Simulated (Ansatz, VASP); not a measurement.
Si: VASP beside Ansatz

```
CELL_PARAMETERS angstrom
2.34868 -3.00126 0.06620
2.34868 3.00126 0.06620
-0.70150 0.00000 6.73329
ATOMIC_POSITIONS crystal
Si 0.12494 0.37163 0.35261
Si 0.62837 0.87506 0.14739
Si 0.87506 0.62837 0.64739
Si 0.37163 0.12494 0.85261
Si 0.00000 0.50000 0.00000
Si 0.50000 0.00000 0.50000
```

Alike in both runs: functional PBE; k mesh 6 × 6 × 4; occupations gaussian, width 0.1 eV; no spin polarisation.

Ansatz relaxed the structure, and its values are those at the end. VASP's run is a single point on that final structure, the one shown.

|  | VASP | Ansatz |
| --- | --- | --- |
| version | VASP 6.6.1 | Ansatz 0.2.0 |
| potentials or method | VASP PAW PBE potentials, release 64 (Si), cutoff 520 eV | scalar-relativistic, plane waves, PAW |
| valence electrons in the cell | 24 | 24 |

```csv
,VASP,Ansatz,Ansatz less VASP
gap on the k mesh at the Fermi level (eV),none,none,-
pressure (GPa),0.0,0.1,+0.07
rms of the force components (eV/Å),0.003,0.004,+0.0003
```

A gap of «none» marks a metal or a gap that the smearing closes. With one functional, cell and mesh, what is left measures potentials, basis and numerics.
